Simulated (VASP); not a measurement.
# Si3N4: single point with r2SCAN

Si3N4:

```xyz
14
Lattice="7.7578 0.0000 0.0000 -3.8789 6.7184 0.0000 0.0000 0.0000 2.9638" Properties=species:S:1:pos:R:3 pbc="T T T"
Si   -1.4214    5.5217    2.2228
Si    2.2652    1.5299    0.7409
Si    4.0712    3.9918    0.7409
Si   -0.1923    2.7266    2.2228
Si    1.6137    5.1886    2.2228
Si    5.3003    1.1967    0.7409
N     0.0000    4.4790    2.2228
N     3.8789    2.2395    0.7409
N     4.8981    4.4953    2.2228
N    -1.4440    6.4895    0.7409
N     2.4632    4.7242    0.7409
N     1.4157    1.9943    2.2228
N    -1.0192    2.2231    0.7409
N     5.3229    0.2289    2.2228
```

This cell differs from its parent crystal: strain +2.0%.

- Program: VASP 6.6.1
- Task: single point
- Functional: r2SCAN
- Potentials or basis: VASP PAW PBE potentials, release 64 (Si, N)
- Cutoff: 520 eV
- k mesh: 6 × 6 × 8
- Occupations: gaussian, width 0.01 eV
- Spin: no spin polarisation
- Dipole correction: no
- Further INCAR settings: ALGO = Normal; EDIFF = 1e-06; NBANDS = 45

```yaml
Pressure: -13.7 GPa
Band_gap_on_the_k_mesh: 4.75 eV (least direct gap 4.94 eV)
```

Stress tensor (GPa, compression positive):
```
-13.40   0.00   0.00
  0.00 -13.40   0.00
  0.00   0.00 -14.23
```

Levels at points of the mesh, in eV from the valence-band top:
```tsv
k point	band 29	band 30	band 31	band 32	band 33	band 34	band 35	band 36
(0.00, 0.00, 0.00)	-1.22	-0.42	-0.41	-0.19	4.75	4.81	5.20	5.20
(0.50, 0.00, 0.00)	-1.26	-0.77	-0.30	-0.24	4.92	5.06	5.27	5.56
(0.00, 0.00, 0.50)	-1.57	-1.57	-1.22	-1.22	5.14	5.14	5.14	5.14
(0.50, 0.00, 0.50)	-1.45	-1.45	-0.98	-0.98	5.15	5.15	6.23	6.23
```

It took 13 min on 1 thread of AMD EPYC 9R45 96-Core Processor (Zen 5), on a shared host, peak memory 0.39 GiB.

Caveat: the cell differs from its parent crystal (strain +2.0%); the cell stands under tension; the PAW data sets were made with another functional, which shifts forces and pressure a little. A k mesh can miss the band edges.
